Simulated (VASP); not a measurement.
Wanted: the native input for a VASP 6.6.1 run.

```
Task                   : single point
Functional             : BLYP
Potentials or basis    : VASP PAW PBE potentials, release 64 (Rh_pv)
Cutoff                 : 520 eV
k mesh                 : 17 × 17 × 5
Occupations            : fermi-dirac, width 0.1 eV
Spin                   : no spin polarisation
Dipole correction      : no
Further INCAR settings : ALGO = Normal; EDIFF = 1e-06; NBANDS = 38
```

The structure of Rh lies in POSCAR:

```
Rh
1.0
    2.7619976370      0.0000000000      0.0000000000
   -1.3809988185      2.3919601189      0.0000000000
    0.0000000000      0.0000000000      9.0071413666
Rh
4
Direct
    0.0000000000      1.0000000000      0.0000000000
    1.0000000000      1.0000000000      0.5000000000
    0.3333333333      0.6666666667      0.2500000000
    0.6666666667      0.3333333333      0.7500000000
```

These files were run (other wordings do the same):

INCAR

```
  PREC = Accurate
  ENCUT = 520
  EDIFF = 1E-6
  ISMEAR = -1
  SIGMA = 0.1
  LREAL = F
  LASPH = T
  NELM = 60
  ALGO = Normal
  ISIF = 2
  LWAVE = F
  LCHARG = F
  GGA = B5
  ALDAX = 1.0
  AGGAX = 1.0
  AGGAC = 1.0
  ALDAC = 0.0
  NBANDS = 38
```

KPOINTS

```
Automatic mesh
0
Gamma
  17 17 5
```

Potentials or basis: VASP PAW PBE potentials, release 64 (Rh_pv).

Command:

```console
$ cat potpaw_PBE.64/Rh_pv/POTCAR > POTCAR
$ mpirun -np 1 vasp_std > vasp.out
```

It gave:

```
Pressure               : 0.5 GPa
Band gap on the k mesh : zero (band 30 reaches 11.72 eV, above the bottom of band 31 at 10.05 eV)
```

Caveat: the PAW data sets were made with another functional, which shifts forces and pressure a little.

It took 2.9 min on 1 thread of Intel(R) Xeon(R) Platinum 8375C CPU @ 2.90GHz (Ice Lake), on a shared host, peak memory 0.29 GiB.
